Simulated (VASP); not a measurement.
Set up this calculation in VASP 6.6.1, as the native input.

* Task: single point
* Functional: PBEsol
* Potentials or basis: VASP PAW PBE potentials, release 64 (Ti_sv, O)
* Cutoff: 520 eV
* k mesh: 18 × 18 × 10
* Occupations: gaussian, width 0.1 eV
* Spin: no spin polarisation
* Dipole correction: no
* Further INCAR settings: ALGO = Normal; EDIFF = 1e-06; NBANDS = 22

The structure of Ti2O lies in POSCAR:

```
Ti2O
1.0
    2.9841967719      0.0000000000      0.0000000000
   -1.4920983860      2.5843902143      0.0000000000
    0.0000000000      0.0000000000      4.7640957737
Ti O
2 1
Direct
    0.6666666667      0.3333333333      0.2613206515
    0.3333333333      0.6666666667      0.7386793485
    0.0000000000      0.0000000000      0.0000000000
```

One way to write it, as run:

INCAR

```
PREC = Accurate
ENCUT = 520
EDIFF = 1E-6
ISMEAR = 0
SIGMA = 0.1
LREAL = F
LASPH = T
NELM = 100
ALGO = Normal
ISIF = 2
LWAVE = F
LCHARG = F
GGA = PS
NBANDS = 22
```

KPOINTS

```
Automatic mesh
0
Gamma
  18 18 10
```

Potentials or basis: VASP PAW PBE potentials, release 64 (Ti_sv, O).

Launch:

```bash
$ cat potpaw_PBE.64/Ti_sv/POTCAR potpaw_PBE.64/O/POTCAR > POTCAR
$ mpirun -np 1 vasp_std > vasp.out
```

Results of the run:

* Pressure: -5.1 GPa
* Largest force: 0.042 eV/Å
* Band gap on the k mesh: zero (bands 15 and 16 overlap by 0.80 eV)

Caveat: the cell stands under tension; the PAW data sets were made with another functional, which shifts forces and pressure a little.

Run time: 5.3 min on 1 thread of Intel(R) Xeon(R) Platinum 8175M CPU @ 2.50GHz (Skylake/Cascade Lake), with other jobs on the host, peak memory 0.34 GiB.
